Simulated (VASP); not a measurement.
# O in VASP: notebook

O is run at these levels: r2SCAN; tasks: single point.

Everything below comes from runs of VASP 6.6.1. Logs are shortened: lines on timing, memory, paths and dates and some standing lists are left out, and cuts for length are marked.

### 1 The cell of the first run

The cell holds a slab with vacuum, 2 atoms: a = 1.776 Å, b = 1.776 Å, c = 6.356 Å, α = 90.00°, β = 90.00°, γ = 90.00°.

### 2 Single point, r2SCAN

POSCAR

```
O
1.0
    1.7755912600      0.0000000000      0.0000000000
    0.0000000000      1.7755912600      0.0000000000
    0.0000000000      0.0000000000      6.3561014000
O
2
Direct
    0.0000000000      0.0000000000      0.0000000000
    0.0000000000      0.0000000000      0.4803338569
```

INCAR.step1

```
  PREC = Accurate
  ENCUT = 520
  ISMEAR = -1
  SIGMA = 0.2
  LREAL = False
  LASPH = True
  NELM = 100
  NBANDS = 13
  GGA = PE
  ALGO = Normal
  EDIFF = 1E-4
  LWAVE = True
  LCHARG = False
```

INCAR.step2

```
  PREC = Accurate
  ENCUT = 520
  EDIFF = 1E-7
  ISMEAR = -1
  SIGMA = 0.2
  LREAL = False
  LASPH = True
  NELM = 100
  ALGO = Normal
  ISIF = 2
  LWAVE = False
  LCHARG = False
  METAGGA = R2SCAN
  LMIXTAU = True
  NBANDS = 13
  ISTART = 1
```

KPOINTS

```
Automatic mesh
0
Gamma
  9 9 3
```

Potentials or basis: VASP PAW PBE potentials, release 64 (O).

Started as:

```console
$ cat potpaw_PBE.64/O/POTCAR > POTCAR
$ cp INCAR.step1 INCAR
$ mpirun -np 1 vasp_std > vasp.out
$ cp INCAR.step2 INCAR
$ mpirun -np 1 vasp_std > vasp.out
```

OUTCAR:

```text
PREC = Accurate
   ENCUT = 520
   EDIFF = 1E-7
   ISMEAR = -1
   LREAL = False
   LASPH = True
   NELM = 100
   ISIF = 2
   METAGGA = R2SCAN
   ISTART = 1

 ion  position               nearest neighbor table
   1  0.000  0.000  0.000-
   2  0.000  0.000  0.480-

  LATTYP: Found a simple tetragonal cell.
 ALAT       =     1.7755912600
 C/A-ratio  =     3.5797097807

  Lattice vectors:

 A1 = (   1.7755912600,   0.0000000000,   0.0000000000)
 A2 = (   0.0000000000,   1.7755912600,   0.0000000000)
 A3 = (   0.0000000000,   0.0000000000,   6.3561014000)

Analysis of symmetry for initial positions (statically):
=====================================================================
 Subroutine PRICEL returns:
 Original cell was already a primitive cell.

 Routine SETGRP: Setting up the symmetry group for a
 simple tetragonal supercell.

 Subroutine GETGRP returns: Found 16 space group operations
 (whereof  8 operations were pure point group operations)
 out of a pool of 16 trial point group operations.

The static configuration has the point symmetry C_4v.
 The point group associated with its full space group is D_4h.

Analysis of symmetry for dynamics (positions and initial velocities):
=====================================================================
 Subroutine PRICEL returns:
 Original cell was already a primitive cell.

 Routine SETGRP: Setting up the symmetry group for a
 simple tetragonal supercell.

 Subroutine GETGRP returns: Found 16 space group operations
 (whereof  8 operations were pure point group operations)
 out of a pool of 16 trial point group operations.

The dynamic configuration has the point symmetry C_4v.
 The point group associated with its full space group is D_4h.

 Subroutine INISYM returns: Found 16 space group operations
 (whereof  8 operations are pure point group operations),
 and found     1 'primitive' translations

----------------------------------------------------------------------------------------

                                     Primitive cell

  volume of cell :      20.0390

  direct lattice vectors                    reciprocal lattice vectors
     1.775591260  0.000000000  0.000000000     0.563192680  0.000000000  0.000000000
     0.000000000  1.775591260  0.000000000     0.000000000  0.563192680  0.000000000
     0.000000000  0.000000000  6.356101400     0.000000000  0.000000000  0.157329145

  length of vectors
     1.775591260  1.775591260  6.356101400     0.563192680  0.563192680  0.157329145

  position of ions in fractional coordinates (direct lattice)
     0.000000000  0.000000000  0.000000000
     0.000000000  0.000000000  0.480333857

  ion indices of the primitive-cell ions
   primitive index   ion index
                 1           1
                 2           2

----------------------------------------------------------------------------------------

 KPOINTS: Automatic mesh

Automatic generation of k-mesh.
 Grid dimensions read from file:
 generate k-points for:    9    9    3

 Generating k-lattice:

  Cartesian coordinates                     Fractional coordinates (reciprocal lattice)
     0.062576964  0.000000000  0.000000000     0.111111111  0.000000000  0.000000000
     0.000000000  0.062576964  0.000000000     0.000000000  0.111111111  0.000000000
     0.000000000  0.000000000  0.052443048     0.000000000  0.000000000  0.333333333

  Length of vectors
     0.062576964  0.062576964  0.052443048

  Shift w.r.t. Gamma in fractional coordinates (k-lattice)
     0.000000000  0.000000000  0.000000000

 Subroutine IBZKPT returns following result:
 ===========================================

 Found     30 irreducible k-points:

 Following reciprocal coordinates:
            Coordinates               Weight
  0.000000  0.000000  0.000000      1.000000
  0.111111  0.000000  0.000000      4.000000
  0.222222  0.000000  0.000000      4.000000
  0.333333  0.000000  0.000000      4.000000
  0.444444  0.000000  0.000000      4.000000
  0.111111  0.111111  0.000000      4.000000
[... 16 lines left out ...]
  0.333333  0.111111  0.333333     16.000000
  0.444444  0.111111  0.333333     16.000000
 [... further k-points ...]
   k-points           NKPTS =     30   k-points in BZ     NKDIM =     30   number of bands    NBANDS=     13
   number of dos      NEDOS =    301   number of ions     NIONS =      2
   total plane-waves  NPLWV =   9408
   dimension x,y,z NGX =    14 NGY =   14 NGZ =   48
   dimension x,y,z NGXF=    28 NGYF=   28 NGZF=   96
   ions per type =               2
   NGX,Y,Z   is equivalent  to a cutoff of  13.11, 13.11, 12.55 a.u.
   NGXF,Y,Z  is equivalent  to a cutoff of  26.22, 26.22, 25.11 a.u.
 SYSTEM =  unknown system
   PREC   = accura    normal or accurate (medium, high low for compatibility)
   ISTART =      1    job   : 0-new  1-cont  2-samecut
   ICHARG =      0    charge: 1-file 2-atom 10-const
   ISPIN  =      1    spin polarized calculation?
   LNONCOLLINEAR =      F non collinear calculations
   LSORBIT =      F    spin-orbit coupling
   LASPH  =      T    aspherical Exc in radial PAW
   ENCUT  =  520.0 eV  38.22 Ry    6.18 a.u.   3.30  3.30 11.82*2*pi/ulx,y,z
   NELM   =    100;   NELMIN=  2; NELMDL=  0     # of ELM steps
   EDIFF  = 0.1E-06   stopping-criterion for ELM
   LREAL  =      F    real-space projection
   EDIFFG = 0.1E-05   stopping-criterion for IOM
   NSW    =      0    number of steps for IOM
   IBRION =     -1    ionic relax: 0-MD 1-quasi-New 2-CG
   NFREE  =      0    steps in history (QN), initial steepest desc. (CG)
   ISIF   =      2    stress and relaxation
   ISYM   =      2    0-nonsym 1-usesym 2-fastsym
   POTIM  = 0.5000    time-step for ionic-motion
   TEBEG  =    0.0;   TEEND  =   0.0 temperature during run
   PSTRESS=    0.0 pullay stress
   NELECT =      12.0000    total number of electrons
   NUPDOWN=      -1.0000    fix difference up-down
   EMIN   =  10.00;   EMAX   =-10.00  energy-range for DOS
   EFERMI =   0.00;   METHOD = LEGACY
   ISMEAR =    -1;   SIGMA  =   0.20  broadening in eV -4-tet -1-fermi 0-gaus
   EFERMI_NEDOS =   21; number of points for ismear=-14 and -15
   IALGO  =     38    algorithm
   IMIX   =      4    mixing-type and parameters
     AMIX     =   0.40;   BMIX     =  1.00
     AMIX_MAG =   1.60;   BMIX_MAG =  1.00
  volume/ion in A,a.u.               =      10.02        67.62
  Fermi-wavevector in a.u.,A,eV,Ry     =   1.379885  2.607605 25.906626  1.904083
  Thomas-Fermi vector in A             =   2.504813
   LORBIT       =      0    0 simple, 1 ext, 2 COOP (PROOUT), +10 PAW based schemes
   METAGGA = R2SCAN    functional components
   LHFCALC =     F    Hartree Fock is set to
   AEXX    =    0.0000 exact exchange contribution
   IVDW    =     0    specifies the selected vdW correction
   LEPSILON=     F    determine dielectric tensor
   LRPA    =     F    only Hartree local field effects (RPA)
 non-spin polarized calculation
  energy-cutoff  :      520.00
  volume of cell :       20.04
 maximum number of plane-waves:       564
 NGX is ok and might be reduce to    14
   NGX =  7   NGY =  7   NGZ = 23

 number of electron      11.9999996 magnetization

 Free energy of the ion-electron system (eV)
  ---------------------------------------------------
  ext. energy  EPLUGINS =         0.00000000
  ---------------------------------------------------
  free energy    TOTEN  =        -8.39057553 eV

  energy without entropy =       -8.27358967  energy(sigma->0) =       -8.33208260

 E-fermi :  -0.0923     XC(G=0): -10.7584

 val. band max:       -0.0923201999   @ k =   0.2222   0.2222   0.0000
 cond. band min:      -0.0785033960   @ k =   0.2222   0.2222   0.3333
 fundamental gap:      0.0138168039
 Fermi energy:        -0.0922742813

 k-point     1 :       0.0000    0.0000    0.0000
  band No.  band energies     occupation
      1     -24.2040      2.00000
      2     -24.0526      2.00000
      3      -6.5984      2.00000
      4      -5.1379      2.00000
      5       4.0226      0.00000
      6       4.0226      0.00000
      7       4.0361      0.00000
      8       4.0361      0.00000
      9       8.4788      0.00000
     10      13.0637      0.00000
     11      23.0930      0.00000
     12      28.2619      0.00000
     13      31.2771      0.00000

 k-point     2 :       0.1111    0.0000    0.0000
  band No.  band energies     occupation
      1     -23.7747      2.00000
      2     -23.6264      2.00000
      3      -6.1997      2.00000
      4      -4.7943      2.00000
      5       2.3441      0.00001
      6       2.3761      0.00001
      7       4.1922      0.00000
      8       4.2055      0.00000
      9       9.0530      0.00000
     10      13.3555      0.00000
     11      23.5335      0.00000
     12      28.0302      0.00000
     13      31.7705      0.00000

 k-point     3 :       0.2222    0.0000    0.0000
  band No.  band energies     occupation
      1     -22.5265      2.00000
      2     -22.3874      2.00000
      3      -5.0874      2.00000
      4      -3.8516      2.00000
      5      -1.5247      1.99845
      6      -1.4637      1.99790
      7       4.6355      0.00000
      8       4.6474      0.00000
      9      10.7442      0.00000
     10      14.1032      0.00000
     11      24.5484      0.00000
     12      27.2035      0.00000
     13      31.4874      0.00000
[... 305 lines left out ...]
 k-point    23 :       0.3333    0.1111    0.3333
  band No.  band energies     occupation
      1     -20.2025      2.00000
      2     -20.1328      2.00000
      3      -5.4888      2.00000
      4      -5.4393      2.00000
      5      -3.0353      2.00000
      6      -2.5417      1.99999
      7       3.7703      0.00000
      8       3.7813      0.00000
      9      14.3303      0.00000
     10      15.1747      0.00000
     11      23.9820      0.00000
     12      25.3114      0.00000
     13      28.6096      0.00000

 k-point    24 :       0.4444    0.1111    0.3333
  band No.  band energies     occupation
      1     -18.3529      2.00000
      2     -18.2943      2.00000
      3      -8.6665      2.00000
      4      -8.6019      2.00000
      5      -1.9180      1.99978
      6      -1.5554      1.99867
      7       4.2295      0.00000
      8       4.2375      0.00000
      9      16.0333      0.00000
     10      17.2744      0.00000
     11      21.7881      0.00000
     12      22.9937      0.00000
     13      25.5455      0.00000

 [... further k-points ...]

------------------------ aborting loop because EDIFF is reached ----------------------------------------

  FORCE on cell =-STRESS in cart. coord.  units (eV):
  Direction    XX          YY          ZZ          XY          YZ          ZX
  --------------------------------------------------------------------------------------
  -------------------------------------------------------------------------------------
  Total       -0.3127444     -0.3127444     -0.0547793      0.0000000      0.0000000     -0.0000000
  in kB      -25.0047988    -25.0047988     -4.3797570      0.0000000      0.0000000     -0.0000000
  external PRESSURE =     -18.1297849 kB  Pullay stress =       0.0000000 kB

 VOLUME and BASIS-vectors are now :
 -----------------------------------------------------------------------------
  energy-cutoff  :      520.00
  volume of cell :       20.04
      direct lattice vectors                 reciprocal lattice vectors
     1.775591260  0.000000000  0.000000000     0.563192680  0.000000000  0.000000000
     0.000000000  1.775591260  0.000000000     0.000000000  0.563192680  0.000000000
     0.000000000  0.000000000  6.356101400     0.000000000  0.000000000  0.157329145

 POSITION                                       TOTAL-FORCE (eV/Angst)
 -----------------------------------------------------------------------------------
      0.00000      0.00000      0.00000         0.000000     -0.000000     -0.025915
      0.00000      0.00000      3.05305         0.000000      0.000000      0.025915
 -----------------------------------------------------------------------------------
    total drift:                               -0.000000     -0.000000      0.000006

  FREE ENERGIE OF THE ION-ELECTRON SYSTEM (eV)
  ---------------------------------------------------
  free  energy   TOTEN  =        -8.3905755316 eV

  energy  without entropy=       -8.2735896712  energy(sigma->0) =       -8.33208260
```

Run time: 22 s. Hardware: 1 thread of Intel Xeon Platinum 8259CL at 2.50GHz (Skylake/Cascade Lake), shared host; peak memory 0.12 GiB.

What came out:

```
Free energy            : -8.3906 eV
Largest force          : 0.026 eV/Å
Band gap on the k mesh : zero (band 6 reaches 4.03 eV, above the bottom of band 7 at -1.10 eV)
```

Forces on the atoms (eV/Å):
```
O    0.000  0.000 -0.026
O    0.000  0.000  0.026
```

Caveat: the k points lie up to 0.39 Å⁻¹ apart; the PAW data sets were made with another functional, which shifts forces and pressure a little.

### 3 Single point, r2SCAN

This run uses another cell than the first one, of 10.41 Å³/atom, 1.039 times its volume.

POSCAR

```
O
1.0
    1.7755912600      0.0000000000      0.0000000000
    0.0000000000      1.7755912600      0.0000000000
    0.0000000000      0.0000000000      6.6061014000
O
2
Direct
    0.0000000000      0.0000000000      0.0000000000
    0.0000000000      0.0000000000      0.4621561970
```

Changes to INCAR.step1 since step 2:

```diff
@@ -6,3 +6,3 @@
   LASPH = True
-  NELM = 100
+  NELM = 80
   NBANDS = 13
```

Changes to INCAR.step2 since step 2:

```diff
@@ -2,3 +2,3 @@
   ENCUT = 520
-  EDIFF = 1E-7
+  EDIFF = 1E-6
   ISMEAR = -1
@@ -7,3 +7,3 @@
   LASPH = True
-  NELM = 100
+  NELM = 80
   ALGO = Normal
```

KPOINTS

```
regular mesh
0
Gamma
  9 9 3
```

Potentials or basis: VASP PAW PBE potentials, release 64 (O).

Started as:

```console
$ cat potpaw_PBE.64/O/POTCAR > POTCAR
$ cp INCAR.step1 INCAR
$ mpirun -np 1 vasp_std > vasp.out
$ cp INCAR.step2 INCAR
$ mpirun -np 1 vasp_std > vasp.out
```

Run time: 23 s. Hardware: 1 thread of Intel Xeon Platinum 8259CL at 2.50GHz (Skylake/Cascade Lake), shared host; peak memory 0.12 GiB.

It converged, with:

```
Free energy            : -8.3868 eV
Largest force          : 0.029 eV/Å
Band gap on the k mesh : zero (band 6 reaches 3.74 eV, above the bottom of band 7 at -1.34 eV)
```

Forces on the atoms (eV/Å):
```
O    0.000  0.000 -0.029
O    0.000  0.000  0.029
```

Levels at points of the mesh, in eV from the Fermi level:
| k point | band 3 | band 4 | band 5 | band 6 | band 7 | band 8 | band 9 | band 10 |
| --- | --- | --- | --- | --- | --- | --- | --- | --- |
| (0.00, 0.00, 0.00) | -6.41 | -5.15 | 4.12 | 4.12 | 4.13 | 4.13 | 8.19 | 12.69 |

Caveat: the k points lie up to 0.39 Å⁻¹ apart; the PAW data sets were made with another functional, which shifts forces and pressure a little.

### 4 Single point, r2SCAN

This run uses another cell than the first one, of 11.20 Å³/atom, 1.118 times its volume.

POSCAR

```
O
1.0
    1.7755912600      0.0000000000      0.0000000000
    0.0000000000      1.7755912600      0.0000000000
    0.0000000000      0.0000000000      7.1061014000
O
2
Direct
    0.0000000000      0.0000000000      0.0000000000
    0.0000000000      0.0000000000      0.4296379306
```

INCAR.step1

```
PREC = Accurate
ENCUT = 520
ISMEAR = -1
SIGMA = 0.2
LREAL = F
LASPH = T
NELM = 60
NBANDS = 13
GGA = PE
ALGO = Normal
EDIFF = 1E-4
LWAVE = T
LCHARG = F
```

INCAR.step2

```
PREC = Accurate
ENCUT = 520
EDIFF = 1E-6
ISMEAR = -1
SIGMA = 0.2
LREAL = F
LASPH = T
NELM = 60
ALGO = Normal
ISIF = 2
LWAVE = F
LCHARG = F
METAGGA = R2SCAN
LMIXTAU = T
NBANDS = 13
ISTART = 1
```

KPOINTS

```
Automatic mesh
0
Gamma
  9 9 3
```

Started as:

```console
$ cat potpaw_PBE.64/O/POTCAR > POTCAR
$ cp INCAR.step1 INCAR
$ mpirun -np 1 vasp_std > vasp.out
$ cp INCAR.step2 INCAR
$ mpirun -np 1 vasp_std > vasp.out
```

It took 24 s on 1 thread of Intel Xeon Platinum 8259CL at 2.50GHz (Skylake/Cascade Lake), shared host; peak memory 0.13 GiB.

It converged, with:

* Free energy: -8.3804 eV
* Largest force: 0.022 eV/Å
* Band gap on the k mesh: zero (band 6 reaches 3.22 eV, above the bottom of band 7 at -1.81 eV)

Forces in eV/Å, atoms in the order of the input:
```
O    0.000  0.000 -0.022
O    0.000  0.000  0.022
```

Levels at points of the mesh, in eV from the Fermi level:
```tsv
k point	band 3	band 4	band 5	band 6	band 7	band 8	band 9	band 10
(0.00, 0.00, 0.00)	-6.31	-5.27	4.12	4.12	4.13	4.13	7.66	12.13
```

Caveat: the k points lie up to 0.39 Å⁻¹ apart; the PAW data sets were made with another functional, which shifts forces and pressure a little.

(Part 1 of 2 ends here.)
